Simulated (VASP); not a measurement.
# Cr3N (Pm-3n) in VASP: notebook

Cr3N is run at these levels: PBE; tasks: single point, relaxation of cell and atoms.

Everything below comes from runs of VASP 6.6.1. Logs are shortened: lines on timing, memory, paths and dates and some standing lists are left out, and cuts for length are marked.

**1. The cell of the first run**

Symmetry: Pm-3n, No. 223, cubic system. The conventional cell has a = 4.282 Å, b = 4.282 Å, c = 4.282 Å, α = 90.00°, β = 90.00°, γ = 90.00°. Within 2.8 Å of Cr (site symmetry -4m2) lie 10 Cr at 2.14 to 2.62 Å and 4 N at 2.39 Å. N (site symmetry m-3) has 12 Cr at 2.39 Å within 3.2 Å.

The cell was built from a structure type or drawn by symmetry, and may not be a known phase.

**2. Single point, PBE**

INCAR reads:

```
PREC     = Accurate       # precision mode
ENCUT    = 520            # plane-wave cutoff, eV
EDIFF    = 1E-6           # SCF threshold, eV
ISMEAR   = 0              # smearing method
SIGMA    = 0.1            # smearing width, eV
LREAL    = F              # projectors in reciprocal space
LASPH    = T              # aspherical terms in the spheres
NELM     = 60             # most SCF steps
ALGO     = Normal         # electronic algorithm
ISIF     = 2              # what is computed and relaxed
LWAVE    = F              # write WAVECAR
LCHARG   = T              # write CHGCAR
GGA      = PE             # functional
LELF     = T              # ELF
LVHAR    = T            
NBANDS   = 51             # bands
```

KPOINTS reads:

```
regular mesh
0
Gamma
  10 10 10
```

POSCAR reads:

```
Cr3N
1.0
    4.2817432127      0.0000000000      0.0000000000
    0.0000000000      4.2817432127      0.0000000000
    0.0000000000      0.0000000000      4.2817432127
Cr N
6 2
Direct
    0.2500000000      0.0000000000      0.5000000000
    0.5000000000      0.7500000000      0.0000000000
    0.7500000000      0.0000000000      0.5000000000
    0.5000000000      0.2500000000      0.0000000000
    0.0000000000      0.5000000000      0.7500000000
    0.0000000000      0.5000000000      0.2500000000
    0.0000000000      0.0000000000      0.0000000000
    0.5000000000      0.5000000000      0.5000000000
```

Potentials or basis: VASP PAW PBE potentials, release 64 (Cr_pv, N).

Command:

```
> cat potpaw_PBE.64/Cr_pv/POTCAR potpaw_PBE.64/N/POTCAR > POTCAR
> mpirun -np 1 vasp_std > vasp.out
```

OUTCAR:

```text
PREC = Accurate
   ENCUT = 520
   EDIFF = 1E-6
   ISMEAR = 0
   LREAL = F
   LASPH = T
   NELM = 60
   ISIF = 2
   GGA = PE

 ion  position               nearest neighbor table
   1  0.250  0.000  0.500-   3 2.14   3 2.14   8 2.39   7 2.39   8 2.39   7 2.39   4 2.62   2 2.62
                             4 2.62   5 2.62   5 2.62   6 2.62   6 2.62   2 2.62
   2  0.500  0.750  0.000-   4 2.14   4 2.14   8 2.39   8 2.39   7 2.39   7 2.39   1 2.62   1 2.62
                             3 2.62   5 2.62   6 2.62   5 2.62   6 2.62   3 2.62
   3  0.750  0.000  0.500-   1 2.14   1 2.14   8 2.39   7 2.39   8 2.39   7 2.39   4 2.62   2 2.62
                             4 2.62   5 2.62   5 2.62   6 2.62   6 2.62   2 2.62
   4  0.500  0.250  0.000-   2 2.14   2 2.14   8 2.39   8 2.39   7 2.39   7 2.39   3 2.62   1 2.62
                             3 2.62   5 2.62   6 2.62   5 2.62   6 2.62   1 2.62
   5  0.000  0.500  0.750-   6 2.14   6 2.14   8 2.39   7 2.39   7 2.39   8 2.39   3 2.62   4 2.62
                             1 2.62   3 2.62   1 2.62   2 2.62   4 2.62   2 2.62
   6  0.000  0.500  0.250-   5 2.14   5 2.14   8 2.39   7 2.39   7 2.39   8 2.39   3 2.62   4 2.62
                             1 2.62   3 2.62   1 2.62   2 2.62   4 2.62   2 2.62
   7  0.000  0.000  0.000-   1 2.39   2 2.39   3 2.39   4 2.39   5 2.39   6 2.39   1 2.39   3 2.39
                             5 2.39   6 2.39   2 2.39   4 2.39
   8  0.500  0.500  0.500-   1 2.39   2 2.39   3 2.39   4 2.39   5 2.39   6 2.39   2 2.39   4 2.39
                             1 2.39   3 2.39   5 2.39   6 2.39

  LATTYP: Found a simple cubic cell.
 ALAT       =     4.2817432127

  Lattice vectors:

 A1 = (   4.2817432127,   0.0000000000,   0.0000000000)
 A2 = (   0.0000000000,   4.2817432127,   0.0000000000)
 A3 = (   0.0000000000,   0.0000000000,   4.2817432127)

Analysis of symmetry for initial positions (statically):
=====================================================================
 Subroutine PRICEL returns:
 Original cell was already a primitive cell.

 Routine SETGRP: Setting up the symmetry group for a
 simple cubic supercell.

 Subroutine GETGRP returns: Found 48 space group operations
 (whereof 24 operations were pure point group operations)
 out of a pool of 48 trial point group operations.

The static configuration has the point symmetry T_h .
 The point group associated with its full space group is O_h .

Analysis of symmetry for dynamics (positions and initial velocities):
=====================================================================
 Subroutine PRICEL returns:
 Original cell was already a primitive cell.

 Routine SETGRP: Setting up the symmetry group for a
 simple cubic supercell.

 Subroutine GETGRP returns: Found 48 space group operations
 (whereof 24 operations were pure point group operations)
 out of a pool of 48 trial point group operations.

The dynamic configuration has the point symmetry T_h .
 The point group associated with its full space group is O_h .

 Subroutine INISYM returns: Found 48 space group operations
 (whereof 24 operations are pure point group operations),
 and found     1 'primitive' translations

----------------------------------------------------------------------------------------

                                     Primitive cell

  volume of cell :      78.4986

  direct lattice vectors                    reciprocal lattice vectors
     4.281743213  0.000000000  0.000000000     0.233549737  0.000000000  0.000000000
     0.000000000  4.281743213  0.000000000     0.000000000  0.233549737  0.000000000
     0.000000000  0.000000000  4.281743213     0.000000000  0.000000000  0.233549737

  length of vectors
     4.281743213  4.281743213  4.281743213     0.233549737  0.233549737  0.233549737

  position of ions in fractional coordinates (direct lattice)
     0.250000000  0.000000000  0.500000000
     0.500000000  0.750000000  0.000000000
     0.750000000  0.000000000  0.500000000
     0.500000000  0.250000000  0.000000000
     0.000000000  0.500000000  0.750000000
     0.000000000  0.500000000  0.250000000
     0.000000000  0.000000000  0.000000000
     0.500000000  0.500000000  0.500000000

  ion indices of the primitive-cell ions
   primitive index   ion index
                 1           1
                 2           2
                 3           3
                 4           4
                 5           5
                 6           6
                 7           7
                 8           8

----------------------------------------------------------------------------------------

 KPOINTS: regular mesh

Automatic generation of k-mesh.
 Grid dimensions read from file:
 generate k-points for:   10   10   10

 Generating k-lattice:

  Cartesian coordinates                     Fractional coordinates (reciprocal lattice)
     0.023354974  0.000000000  0.000000000     0.100000000  0.000000000  0.000000000
     0.000000000  0.023354974  0.000000000     0.000000000  0.100000000  0.000000000
     0.000000000  0.000000000  0.023354974     0.000000000  0.000000000  0.100000000

  Length of vectors
     0.023354974  0.023354974  0.023354974

  Shift w.r.t. Gamma in fractional coordinates (k-lattice)
     0.000000000  0.000000000  0.000000000

 Subroutine IBZKPT returns following result:
 ===========================================

 Found     56 irreducible k-points:

 Following reciprocal coordinates:
            Coordinates               Weight
  0.000000  0.000000  0.000000      1.000000
  0.100000  0.000000  0.000000      6.000000
  0.200000  0.000000  0.000000      6.000000
  0.300000  0.000000  0.000000      6.000000
  0.400000  0.000000  0.000000      6.000000
  0.500000  0.000000  0.000000      3.000000
[... 16 lines left out ...]
  0.200000  0.100000  0.100000     24.000000
  0.300000  0.100000  0.100000     24.000000
 [... further k-points ...]
   k-points           NKPTS =     56   k-points in BZ     NKDIM =     56   number of bands    NBANDS=     51
   number of dos      NEDOS =    301   number of ions     NIONS =      8
   total plane-waves  NPLWV =  32768
   dimension x,y,z NGX =    32 NGY =   32 NGZ =   32
   dimension x,y,z NGXF=    64 NGYF=   64 NGZF=   64
   ions per type =               6   2
   NGX,Y,Z   is equivalent  to a cutoff of  12.42, 12.42, 12.42 a.u.
   NGXF,Y,Z  is equivalent  to a cutoff of  24.85, 24.85, 24.85 a.u.
 SYSTEM =  unknown system
   PREC   = accura    normal or accurate (medium, high low for compatibility)
   ISTART =      0    job   : 0-new  1-cont  2-samecut
   ICHARG =      2    charge: 1-file 2-atom 10-const
   ISPIN  =      1    spin polarized calculation?
   LNONCOLLINEAR =      F non collinear calculations
   LSORBIT =      F    spin-orbit coupling
   LASPH  =      T    aspherical Exc in radial PAW
   ENCUT  =  520.0 eV  38.22 Ry    6.18 a.u.   7.96  7.96  7.96*2*pi/ulx,y,z
   NELM   =     60;   NELMIN=  2; NELMDL= -5     # of ELM steps
   EDIFF  = 0.1E-05   stopping-criterion for ELM
   LREAL  =      F    real-space projection
   EDIFFG = 0.1E-04   stopping-criterion for IOM
   NSW    =      0    number of steps for IOM
   IBRION =     -1    ionic relax: 0-MD 1-quasi-New 2-CG
   NFREE  =      0    steps in history (QN), initial steepest desc. (CG)
   ISIF   =      2    stress and relaxation
   ISYM   =      2    0-nonsym 1-usesym 2-fastsym
   POTIM  = 0.5000    time-step for ionic-motion
   TEBEG  =    0.0;   TEEND  =   0.0 temperature during run
   PSTRESS=    0.0 pullay stress
   NELECT =      82.0000    total number of electrons
   NUPDOWN=      -1.0000    fix difference up-down
   EMIN   =  10.00;   EMAX   =-10.00  energy-range for DOS
   EFERMI =   0.00;   METHOD = LEGACY
   ISMEAR =     0;   SIGMA  =   0.10  broadening in eV -4-tet -1-fermi 0-gaus
   EFERMI_NEDOS =   21; number of points for ismear=-14 and -15
   IALGO  =     38    algorithm
   IMIX   =      4    mixing-type and parameters
     AMIX     =   0.40;   BMIX     =  1.00
     AMIX_MAG =   1.60;   BMIX_MAG =  1.00
  volume/ion in A,a.u.               =       9.81        66.22
  Fermi-wavevector in a.u.,A,eV,Ry     =   1.661086  3.138998 37.541294  2.759207
  Thomas-Fermi vector in A             =   2.748210
   LORBIT       =      0    0 simple, 1 ext, 2 COOP (PROOUT), +10 PAW based schemes
   GGA     = PE    functional components
   LHFCALC =     F    Hartree Fock is set to
   AEXX    =    0.0000 exact exchange contribution
   IVDW    =     0    specifies the selected vdW correction
   LEPSILON=     F    determine dielectric tensor
   LRPA    =     F    only Hartree local field effects (RPA)
 non-spin polarized calculation
 Gauss-broadening in eV      SIGMA  =   0.10
  energy-cutoff  :      520.00
  volume of cell :       78.50
 maximum number of plane-waves:      2176
 NGX is ok and might be reduce to    32
   NGX = 15   NGY = 15   NGZ = 15

 number of electron      82.0000015 magnetization

 Free energy of the ion-electron system (eV)
  ---------------------------------------------------
  ext. energy  EPLUGINS =         0.00000000
  ---------------------------------------------------
  free energy    TOTEN  =       -68.58634144 eV

  energy without entropy =      -68.54599304  energy(sigma->0) =      -68.56616724

 E-fermi :  11.7660     XC(G=0): -13.8026

 val. band max:       11.7569569370   @ k =   0.3000   0.3000   0.2000
 cond. band min:      11.7709840155   @ k =   0.4000   0.2000   0.1000
 fundamental gap:      0.0140270784
 Fermi energy:        11.7660142477

 k-point     1 :       0.0000    0.0000    0.0000
  band No.  band energies     occupation
      1     -32.7363      2.00000
      2     -32.7363      2.00000
      3     -32.5429      2.00000
      4     -31.9372      2.00000
      5     -31.9372      2.00000
      6     -31.9372      2.00000
[... 43 lines left out ...]
     50      13.6383      0.00000
     51      13.6449      0.00000

 k-point     2 :       0.1000    0.0000    0.0000
  band No.  band energies     occupation
      1     -32.7346      2.00000
      2     -32.7099      2.00000
      3     -32.5288      2.00000
      4     -31.9357      2.00000
      5     -31.9357      2.00000
      6     -31.9234      2.00000
[... 43 lines left out ...]
     50      13.5843      0.00000
     51      13.6693      0.00000

 k-point     3 :       0.2000    0.0000    0.0000
  band No.  band energies     occupation
      1     -32.7295      2.00000
      2     -32.6710      2.00000
      3     -32.4484      2.00000
      4     -31.9321      2.00000
      5     -31.9321      2.00000
      6     -31.8849      2.00000
[... 43 lines left out ...]
     50      13.4393      0.00000
     51      13.7106      0.00000
[... 1027 lines left out ...]
 k-point    23 :       0.2000    0.1000    0.1000
  band No.  band energies     occupation
      1     -32.6843      2.00000
      2     -32.6337      2.00000
      3     -32.4472      2.00000
      4     -31.9165      2.00000
      5     -31.9146      2.00000
      6     -31.8825      2.00000
[... 43 lines left out ...]
     50      13.5038      0.00000
     51      13.5633      0.00000

 k-point    24 :       0.3000    0.1000    0.1000
  band No.  band energies     occupation
      1     -32.6759      2.00000
      2     -32.6228      2.00000
      3     -32.2678      2.00000
      4     -31.9098      2.00000
      5     -31.9096      2.00000
      6     -31.8271      2.00000
[... 43 lines left out ...]
     50      13.4038      0.00000
     51      13.4800      0.00000

 [... further k-points ...]

------------------------ aborting loop because EDIFF is reached ----------------------------------------

  FORCE on cell =-STRESS in cart. coord.  units (eV):
  Direction    XX          YY          ZZ          XY          YZ          ZX
  --------------------------------------------------------------------------------------
  -------------------------------------------------------------------------------------
  Total        0.0397774      0.0397774      0.0397774      0.0000000      0.0000000     -0.0000000
  in kB        0.8118667      0.8118667      0.8118667      0.0000000      0.0000000     -0.0000000
  external PRESSURE =       0.8118667 kB  Pullay stress =       0.0000000 kB

 VOLUME and BASIS-vectors are now :
 -----------------------------------------------------------------------------
  energy-cutoff  :      520.00
  volume of cell :       78.50
      direct lattice vectors                 reciprocal lattice vectors
     4.281743213  0.000000000  0.000000000     0.233549737  0.000000000  0.000000000
     0.000000000  4.281743213  0.000000000     0.000000000  0.233549737  0.000000000
     0.000000000  0.000000000  4.281743213     0.000000000  0.000000000  0.233549737

 POSITION                                       TOTAL-FORCE (eV/Angst)
 -----------------------------------------------------------------------------------
      1.07044      0.00000      2.14087        -0.000000     -0.000000      0.000000
      2.14087      3.21131      0.00000        -0.000000      0.000000     -0.000000
      3.21131      0.00000      2.14087         0.000000      0.000000     -0.000000
      2.14087      1.07044      0.00000         0.000000     -0.000000      0.000000
      0.00000      2.14087      3.21131         0.000000     -0.000000      0.000000
      0.00000      2.14087      1.07044         0.000000      0.000000     -0.000000
      0.00000      0.00000      0.00000        -0.000000      0.000000      0.000000
      2.14087      2.14087      2.14087        -0.000000      0.000000      0.000000
 -----------------------------------------------------------------------------------
    total drift:                                0.000000     -0.000000      0.000000

  FREE ENERGIE OF THE ION-ELECTRON SYSTEM (eV)
  ---------------------------------------------------
  free  energy   TOTEN  =       -68.5863414413 eV

  energy  without entropy=      -68.5459930407  energy(sigma->0) =      -68.56616724
```

Wall time 4.4 min (1 thread of Intel Xeon 8259CL, shared host); peak memory 0.29 GiB.

Results:

- Free energy: -68.5863 eV
- Pressure: 0.1 GPa
- Band gap on the k mesh: zero (bands 41 and 42 overlap by 1.93 eV)

Levels at points of the mesh, in eV from the Fermi level:
| k point | band 39 | band 40 | band 41 | band 42 | band 43 | band 44 |
| --- | --- | --- | --- | --- | --- | --- |
| (0.00, 0.00, 0.00) | -1.46 | 0.41 | 0.74 | 0.74 | 0.74 | 1.34 |
| (0.50, 0.00, 0.00) | -0.21 | -0.21 | 0.44 | 0.44 | 0.69 | 0.69 |
| (0.50, 0.50, 0.00) | -0.73 | -0.73 | -0.72 | -0.55 | -0.39 | -0.14 |
| (0.50, 0.50, 0.50) | -1.19 | -1.19 | -1.19 | -1.19 | 0.52 | 0.52 |

Caveat: the run has no spin polarisation, though such a crystal can be magnetic. With open d or f shells a metallic result of PBE can be an artefact of self-interaction; +U or a hybrid may open a gap.

(Continued in part 2 of 3.)
